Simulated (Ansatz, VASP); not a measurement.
## NaH in VASP and in Ansatz

```xyz
2
Lattice="-0.2697 2.3970 2.3131 2.3970 -0.2697 2.3131 2.1274 2.1274 0.0000" Properties=species:S:1:pos:R:3 pbc="T T T"
Na    0.0000    0.0000    0.0000
H     2.1274    2.1274    2.3131
```

Change from the starting cell: engineering shear strain xy -0.2250, normal strain along z -0.0350.

Alike in both runs: task single point; functional r2SCAN; k mesh 8 × 8 × 8; occupations fermi-dirac, width 0.2 eV; no spin polarisation.

```csv
,VASP,Ansatz
version,VASP 6.6.1,Ansatz 0.2.0
potentials or method,"VASP PAW PBE potentials, release 64 (Na_pv, H), cutoff 520 eV","scalar-relativistic, plane waves, PAW"
valence electrons in the cell,8,10
```

|  | VASP | Ansatz | Ansatz less VASP |
| --- | --- | --- | --- |
| gap on the k mesh at the Fermi level (eV) | 3.64 | 3.63 | -0.019 |
| least direct gap on the mesh (eV) | 5.17 | 5.17 | +0.005 |
| pressure (GPa) | 0.9 | 1.2 | +0.26 |
| traceless stress, the component that is largest in VASP (GPa) | 5.59 | 5.53 | -0.063 |

VASP's potentials were made for PBE, not for r2SCAN. VASP's potentials hold 8 valence electrons a cell and Ansatz's 10, so a difference there can come from the potentials and not from the codes.
